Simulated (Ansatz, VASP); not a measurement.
## LuSc: VASP beside Ansatz

```
Lu Sc
1.0
     3.41927    0.00000    0.00000
    -1.70964    2.96118    0.00000
     0.00000    0.00000   10.60803
Lu Sc
2 2
Direct
  0.66667 0.33333 0.00000
  0.66667 0.33333 0.50000
  0.00000 0.00000 0.25000
  0.00000 0.00000 0.75000
```

Alike in both runs: task single point; functional PBE; k mesh 6 × 6 × 2; occupations gaussian, width 0.2 eV; no spin polarisation.

|  | VASP | Ansatz |
| --- | --- | --- |
| version | VASP 6.6.1 | Ansatz 0.2.0 |
| potentials or method | VASP PAW PBE potentials, release 64 (Lu, Sc_sv), cutoff 520 eV | scalar-relativistic, plane waves, PAW |
| valence electrons in the cell | 72 | 72 |

VASP gave:

```
gap on the k mesh at the Fermi level (eV)                     : none
pressure (GPa)                                                : 0.1
traceless stress, the component that is largest in VASP (GPa) : -0.09
```

Problem. Which values does Ansatz return?

Solution. gap on the k mesh at the Fermi level (eV): none; pressure (GPa): 0.0; traceless stress, the component that is largest in VASP (GPa): -0.09.

A gap of «none» marks a metal or a gap that the smearing closes. The functional is the same, so the differences come from potentials, cutoffs and numerics.

Spin-orbit coupling is off throughout.
